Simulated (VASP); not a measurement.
# ScAl (Pm-3m) in VASP: a series of runs, part 2 of 2

VASP 6.6.1. The steps go on from the part before.

## Step 6: Single point, r2SCAN

POSCAR

```
ScAl
1.0
    3.3690951359      0.0000000000      0.0000000000
    0.0000000000      3.3690951359      0.0000000000
    0.0000000000      0.0000000000      3.3690951359
Sc Al
1 1
Direct
    0.5000000000      0.5000000000      0.5000000000
    0.0000000000      0.0000000000      0.0000000000
```

INCAR.step1

```
SYSTEM = ScAl
ALGO     = Normal         ! electronic algorithm
EDIFF    = 1E-4           ! SCF threshold, eV
ENCUT    = 520            ! plane-wave cutoff, eV
GGA      = PE             ! functional
ISMEAR   = 0              ! smearing method
LASPH    = .TRUE.         ! aspherical terms in the spheres
LCHARG   = .FALSE.        ! write CHGCAR
LREAL    = .FALSE.        ! projectors in reciprocal space
LWAVE    = .TRUE.         ! write WAVECAR
NBANDS   = 14             ! bands
NELM     = 80             ! most SCF steps
PREC     = Accurate       ! precision mode
SIGMA    = 0.1            ! smearing width, eV
```

INCAR.step2

```
SYSTEM = ScAl
ALGO     = Normal         ! electronic algorithm
EDIFF    = 1E-6           ! SCF threshold, eV
ENCUT    = 520            ! plane-wave cutoff, eV
ISIF     = 2              ! what is computed and relaxed
ISMEAR   = 0              ! smearing method
ISTART   = 1            
LASPH    = .TRUE.         ! aspherical terms in the spheres
LCHARG   = .FALSE.        ! write CHGCAR
LMIXTAU  = .TRUE.       
LREAL    = .FALSE.        ! projectors in reciprocal space
LWAVE    = .FALSE.        ! write WAVECAR
METAGGA  = R2SCAN         ! meta-GGA
NBANDS   = 14             ! bands
NELM     = 80             ! most SCF steps
PREC     = Accurate       ! precision mode
SIGMA    = 0.1            ! smearing width, eV
```

KPOINTS

```
k-points
0
G
  12 12 12
  0 0 0
```

Potentials or basis: VASP PAW PBE potentials, release 64 (Sc_sv, Al).

Run with:

```
> cat potpaw_PBE.64/Sc_sv/POTCAR potpaw_PBE.64/Al/POTCAR > POTCAR
> cp INCAR.step1 INCAR
> mpirun -np 1 vasp_std > vasp.out
> cp INCAR.step2 INCAR
> mpirun -np 1 vasp_std > vasp.out
```

OUTCAR:

```text
SYSTEM = ScAl
   EDIFF = 1E-6
   ENCUT = 520
   ISIF = 2
   ISMEAR = 0
   ISTART = 1
   LASPH = .TRUE.
   LREAL = .FALSE.
   METAGGA = R2SCAN
   NELM = 80
   PREC = Accurate

 ion  position               nearest neighbor table
   1  0.500  0.500  0.500-   2 2.92   2 2.92   2 2.92   2 2.92   2 2.92   2 2.92   2 2.92   2 2.92

   2  0.000  0.000  0.000-   1 2.92   1 2.92   1 2.92   1 2.92   1 2.92   1 2.92   1 2.92   1 2.92

  LATTYP: Found a simple cubic cell.
 ALAT       =     3.3690951359

  Lattice vectors:

 A1 = (   3.3690951359,   0.0000000000,   0.0000000000)
 A2 = (   0.0000000000,   3.3690951359,   0.0000000000)
 A3 = (   0.0000000000,   0.0000000000,   3.3690951359)

Analysis of symmetry for initial positions (statically):
=====================================================================
 Subroutine PRICEL returns:
 Original cell was already a primitive cell.

 Routine SETGRP: Setting up the symmetry group for a
 simple cubic supercell.

 Subroutine GETGRP returns: Found 48 space group operations
 (whereof 48 operations were pure point group operations)
 out of a pool of 48 trial point group operations.

The static configuration has the point symmetry O_h .

Analysis of symmetry for dynamics (positions and initial velocities):
=====================================================================
 Subroutine PRICEL returns:
 Original cell was already a primitive cell.

 Routine SETGRP: Setting up the symmetry group for a
 simple cubic supercell.

 Subroutine GETGRP returns: Found 48 space group operations
 (whereof 48 operations were pure point group operations)
 out of a pool of 48 trial point group operations.

The dynamic configuration has the point symmetry O_h .

 Subroutine INISYM returns: Found 48 space group operations
 (whereof 48 operations are pure point group operations),
 and found     1 'primitive' translations

----------------------------------------------------------------------------------------

                                     Primitive cell

  volume of cell :      38.2419

  direct lattice vectors                    reciprocal lattice vectors
     3.369095136  0.000000000  0.000000000     0.296815602  0.000000000  0.000000000
     0.000000000  3.369095136  0.000000000     0.000000000  0.296815602  0.000000000
     0.000000000  0.000000000  3.369095136     0.000000000  0.000000000  0.296815602

  length of vectors
     3.369095136  3.369095136  3.369095136     0.296815602  0.296815602  0.296815602

  position of ions in fractional coordinates (direct lattice)
     0.500000000  0.500000000  0.500000000
     0.000000000  0.000000000  0.000000000

  ion indices of the primitive-cell ions
   primitive index   ion index
                 1           1
                 2           2

----------------------------------------------------------------------------------------

 KPOINTS: k-points

Automatic generation of k-mesh.
 Grid dimensions read from file:
 generate k-points for:   12   12   12

 Generating k-lattice:

  Cartesian coordinates                     Fractional coordinates (reciprocal lattice)
     0.024734633  0.000000000  0.000000000     0.083333333  0.000000000  0.000000000
     0.000000000  0.024734633  0.000000000     0.000000000  0.083333333  0.000000000
     0.000000000  0.000000000  0.024734633     0.000000000  0.000000000  0.083333333

  Length of vectors
     0.024734633  0.024734633  0.024734633

  Shift w.r.t. Gamma in fractional coordinates (k-lattice)
     0.000000000  0.000000000  0.000000000

 Subroutine IBZKPT returns following result:
 ===========================================

 Found     84 irreducible k-points:

 Following reciprocal coordinates:
            Coordinates               Weight
  0.000000  0.000000  0.000000      1.000000
  0.083333  0.000000  0.000000      6.000000
  0.166667  0.000000  0.000000      6.000000
  0.250000  0.000000  0.000000      6.000000
  0.333333  0.000000  0.000000      6.000000
  0.416667  0.000000  0.000000      6.000000
[... 16 lines left out ...]
  0.333333  0.333333  0.000000     12.000000
  0.416667  0.333333  0.000000     24.000000
 [... further k-points ...]
   k-points           NKPTS =     84   k-points in BZ     NKDIM =     84   number of bands    NBANDS=     14
   number of dos      NEDOS =    301   number of ions     NIONS =      2
   total plane-waves  NPLWV =  21952
   dimension x,y,z NGX =    28 NGY =   28 NGZ =   28
   dimension x,y,z NGXF=    56 NGYF=   56 NGZF=   56
   ions per type =               1   1
   NGX,Y,Z   is equivalent  to a cutoff of  13.82, 13.82, 13.82 a.u.
   NGXF,Y,Z  is equivalent  to a cutoff of  27.63, 27.63, 27.63 a.u.
 SYSTEM =  ScAl
   PREC   = accura    normal or accurate (medium, high low for compatibility)
   ISTART =      1    job   : 0-new  1-cont  2-samecut
   ICHARG =      0    charge: 1-file 2-atom 10-const
   ISPIN  =      1    spin polarized calculation?
   LNONCOLLINEAR =      F non collinear calculations
   LSORBIT =      F    spin-orbit coupling
   LASPH  =      T    aspherical Exc in radial PAW
   ENCUT  =  520.0 eV  38.22 Ry    6.18 a.u.   6.26  6.26  6.26*2*pi/ulx,y,z
   NELM   =     80;   NELMIN=  2; NELMDL=  0     # of ELM steps
   EDIFF  = 0.1E-05   stopping-criterion for ELM
   LREAL  =      F    real-space projection
   EDIFFG = 0.1E-04   stopping-criterion for IOM
   NSW    =      0    number of steps for IOM
   IBRION =     -1    ionic relax: 0-MD 1-quasi-New 2-CG
   NFREE  =      0    steps in history (QN), initial steepest desc. (CG)
   ISIF   =      2    stress and relaxation
   ISYM   =      2    0-nonsym 1-usesym 2-fastsym
   POTIM  = 0.5000    time-step for ionic-motion
   TEBEG  =    0.0;   TEEND  =   0.0 temperature during run
   PSTRESS=    0.0 pullay stress
   NELECT =      14.0000    total number of electrons
   NUPDOWN=      -1.0000    fix difference up-down
   EMIN   =  10.00;   EMAX   =-10.00  energy-range for DOS
   EFERMI =   0.00;   METHOD = LEGACY
   ISMEAR =     0;   SIGMA  =   0.10  broadening in eV -4-tet -1-fermi 0-gaus
   EFERMI_NEDOS =   21; number of points for ismear=-14 and -15
   IALGO  =     38    algorithm
   IMIX   =      4    mixing-type and parameters
     AMIX     =   0.40;   BMIX     =  1.00
     AMIX_MAG =   1.60;   BMIX_MAG =  1.00
  volume/ion in A,a.u.               =      19.12       129.03
  Fermi-wavevector in a.u.,A,eV,Ry     =   1.171128  2.213110 18.660934  1.371540
  Thomas-Fermi vector in A             =   2.307576
   LORBIT       =      0    0 simple, 1 ext, 2 COOP (PROOUT), +10 PAW based schemes
   METAGGA = R2SCAN    functional components
   LHFCALC =     F    Hartree Fock is set to
   AEXX    =    0.0000 exact exchange contribution
   IVDW    =     0    specifies the selected vdW correction
   LEPSILON=     F    determine dielectric tensor
   LRPA    =     F    only Hartree local field effects (RPA)
 non-spin polarized calculation
 Gauss-broadening in eV      SIGMA  =   0.10
  energy-cutoff  :      520.00
  volume of cell :       38.24
 maximum number of plane-waves:      1064
 NGX is ok and might be reduce to    28
   NGX = 13   NGY = 13   NGZ = 13

 number of electron      14.0000002 magnetization

 Free energy of the ion-electron system (eV)
  ---------------------------------------------------
  ext. energy  EPLUGINS =         0.00000000
  ---------------------------------------------------
  free energy    TOTEN  =       -19.06167026 eV

  energy without entropy =      -19.05846725  energy(sigma->0) =      -19.06006876

 E-fermi :   6.1462     XC(G=0): -11.0327

 val. band max:        6.1101686819   @ k =   0.5000   0.4167   0.1667
 cond. band min:       6.1725755420   @ k =   0.3333   0.0000   0.0000
 fundamental gap:      0.0624068601
 Fermi energy:         6.1462485872

 k-point     1 :       0.0000    0.0000    0.0000
  band No.  band energies     occupation
      1     -45.4447      2.00000
      2     -23.0563      2.00000
      3     -23.0563      2.00000
      4     -23.0563      2.00000
      5      -2.8913      2.00000
      6       5.4467      2.00000
      7       5.4467      2.00000
      8       9.1099      0.00000
      9       9.1099      0.00000
     10       9.1099      0.00000
     11      10.0311      0.00000
     12      10.0311      0.00000
     13      10.0311      0.00000
     14      15.0380      0.00000
[... 375 lines left out ...]
 k-point    24 :       0.4167    0.3333    0.0000
  band No.  band energies     occupation
      1     -45.4190      2.00000
      2     -23.2117      2.00000
      3     -23.1742      2.00000
      4     -23.0278      2.00000
      5       0.5081      2.00000
      6       3.1885      2.00000
      7       4.5476      2.00000
      8       6.4330      0.00005
      9       7.6635      0.00000
     10       8.1213      0.00000
     11      10.0157      0.00000
     12      11.4023      0.00000
     13      12.3473      0.00000
     14      13.9714      0.00000

 [... further k-points ...]
[... 5 lines left out ...]
  --------------------------------------------------------------------------------------
  -------------------------------------------------------------------------------------
  Total        0.0416079      0.0416079      0.0416079      0.0000000      0.0000000     -0.0000000
  in kB        1.7431993      1.7431993      1.7431993      0.0000000      0.0000000     -0.0000000
  external PRESSURE =       1.7431993 kB  Pullay stress =       0.0000000 kB

 VOLUME and BASIS-vectors are now :
 -----------------------------------------------------------------------------
  energy-cutoff  :      520.00
  volume of cell :       38.24
      direct lattice vectors                 reciprocal lattice vectors
     3.369095136  0.000000000  0.000000000     0.296815602  0.000000000  0.000000000
     0.000000000  3.369095136  0.000000000     0.000000000  0.296815602  0.000000000
     0.000000000  0.000000000  3.369095136     0.000000000  0.000000000  0.296815602

 POSITION                                       TOTAL-FORCE (eV/Angst)
 -----------------------------------------------------------------------------------
      1.68455      1.68455      1.68455         0.000000      0.000000      0.000000
      0.00000      0.00000      0.00000         0.000000      0.000000      0.000000
 -----------------------------------------------------------------------------------
    total drift:                                0.000000      0.000000      0.000000

  FREE ENERGIE OF THE ION-ELECTRON SYSTEM (eV)
  ---------------------------------------------------
  free  energy   TOTEN  =       -19.0616702627 eV

  energy  without entropy=      -19.0584672476  energy(sigma->0) =      -19.06006876
```

Wall time 2.5 min (1 thread of Intel Xeon Platinum 8488C (Sapphire Rapids), shared host); peak memory 0.19 GiB.

Results:

```
Free energy            : -19.0617 eV
Pressure               : 0.2 GPa
Band gap on the k mesh : zero (band 7 reaches 6.56 eV, above the bottom of band 8 at 5.28 eV)
```

Levels at points of the mesh, in eV from the Fermi level:
```
           k point  band 5  band 6  band 7  band 8  band 9  band 10
(0.00, 0.00, 0.00)   -9.04   -0.70   -0.70    2.96    2.96     2.96
(0.50, 0.00, 0.00)   -6.09   -4.91    0.35    0.90    0.90     3.21
(0.50, 0.50, 0.00)   -4.96   -2.15   -2.15   -0.86    1.71     1.71
(0.50, 0.50, 0.50)   -2.75   -2.75   -2.75   -0.29    2.92     2.92
```

Caveat: the PAW data sets were made with another functional, which shifts forces and pressure a little.

## Step 7: Summary

```csv
cell,k mesh,gap on the mesh (eV),pressure (GPa)
"a = 3.369 Å, 2 atoms",12 × 12 × 12,none,0.2
"a = 3.402 Å, 2 atoms",12 × 12 × 12,none,-2.1
"a = 3.435 Å, 2 atoms",12 × 12 × 12,none,-4.0
"a = 3.370 Å, 2 atoms",6 × 6 × 6,none,0.3
```

Alike in all rows: task single point; level r2SCAN; potentials or basis VASP PAW PBE potentials, release 64 (Sc_sv, Al); no spin polarisation; cutoff (eV) 520; smearing gaussian 0.1 eV.

Caveats: the PAW data sets were made with another functional, which shifts forces and pressure a little.

Absolute energies hang on the potentials; compare differences alone.
